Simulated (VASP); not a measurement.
**Nb2B: relaxation of cell and atoms with PBE**

Crystal: Nb2B.

```
CELL_PARAMETERS angstrom
1.52831 0.88237 5.10619
-1.52831 0.88237 5.10619
0.00000 -1.76474 5.10619
ATOMIC_POSITIONS crystal
Nb 0.24083 0.24083 0.24083
Nb 0.75917 0.75917 0.75917
B 0.50000 0.50000 0.50000
```

* Program: VASP 6.6.1
* Task: relaxation of cell and atoms
* Functional: PBE
* Potentials or basis: VASP PAW PBE potentials, release 64 (Nb_sv, B)
* Cutoff: 600 eV
* k mesh: 6 × 6 × 6
* Occupations: gaussian, width 0.1 eV
* Spin: no spin polarisation
* Dipole correction: no
* Further INCAR settings: ALGO = Normal; EDIFF = 1e-06; IBRION = 2; EDIFFG = -0.04; NSW = 90; ISIF = 3

```
Relaxed volume                         : 15.06 Å³/atom
Relaxed cell                           : a = 5.207 Å, b = 5.207 Å, c = 5.207 Å, α = 36.71°, β = 36.71°, γ = 36.71°
Space group after relaxing (to 0.05 Å) : R-3m (No. 166)
Energy gained by relaxing              : 352.8 meV/atom
Ionic steps                            : 11
Pressure after relaxing                : 0.0 GPa
Largest force after relaxing           : 0.005 eV/Å
```

Forces in eV/Å, atoms in the order of the input:
```
Nb   0.000  0.000 -0.005
Nb   0.000  0.000  0.005
B    0.000  0.000  0.000
```

Stress tensor (GPa, compression positive):
```
 0.04  0.00  0.00
 0.00  0.04  0.00
 0.00  0.00 -0.11
```

Step by step:
```
step  energy change (eV)  largest force (eV/Å)  pressure (GPa)  volume (Å³)
   1              0.0000                4.5260           37.47        41.32
   2              1.9893                1.9974          -34.44        63.67
   3             -0.8902                0.0713           -6.73        47.74
   4             -0.9064                0.3691           -3.57        47.03
   5             -0.9076                0.4813           -2.38        46.78
   6             -1.0086                0.3364           -0.51        45.81
   7             -1.0518                0.1754            2.24        44.77
   8             -1.0523                0.1486            2.72        44.61
   9             -1.0408                0.4023           -4.38        46.04
  10             -1.0581                0.0647            0.02        45.13
  11             -1.0585                0.0046           -0.01        45.17
```

Final structure:
```cif
data_structure
_symmetry_space_group_name_H-M 'P 1'
_symmetry_Int_Tables_number 1
_cell_length_a 5.2072
_cell_length_b 5.2072
_cell_length_c 5.2072
_cell_angle_alpha 36.707
_cell_angle_beta 36.707
_cell_angle_gamma 36.707
_cell_volume 45.17
loop_
_atom_site_label
_atom_site_type_symbol
_atom_site_fract_x
_atom_site_fract_y
_atom_site_fract_z
_atom_site_occupancy
Nb1 Nb 0.24933 0.24933 0.24933 1
Nb2 Nb 0.75067 0.75067 0.75067 1
B1 B 0.50000 0.50000 0.50000 1
```

Levels at points of the mesh, in eV from the Fermi level:
```
           k point  band 12  band 13  band 14  band 15  band 16  band 17
(0.00, 0.00, 0.00)    -2.41    -0.44    -0.44    -0.44     0.92     1.97
(0.50, 0.00, 0.00)    -1.87    -1.74    -1.39    -0.16     1.27     3.22
(0.50, 0.50, 0.00)    -2.35    -1.79    -0.79     1.31     2.58     3.25
(0.50, 0.50, 0.50)    -1.99    -0.56    -0.50     0.25     0.25     1.59
```

It took 5.7 min on 1 thread of Intel(R) Xeon(R) 6975P-C (Granite Rapids), with other jobs on the host, peak memory 0.35 GiB.

Caveat: the k points lie up to 0.38 Å⁻¹ apart in the final cell.
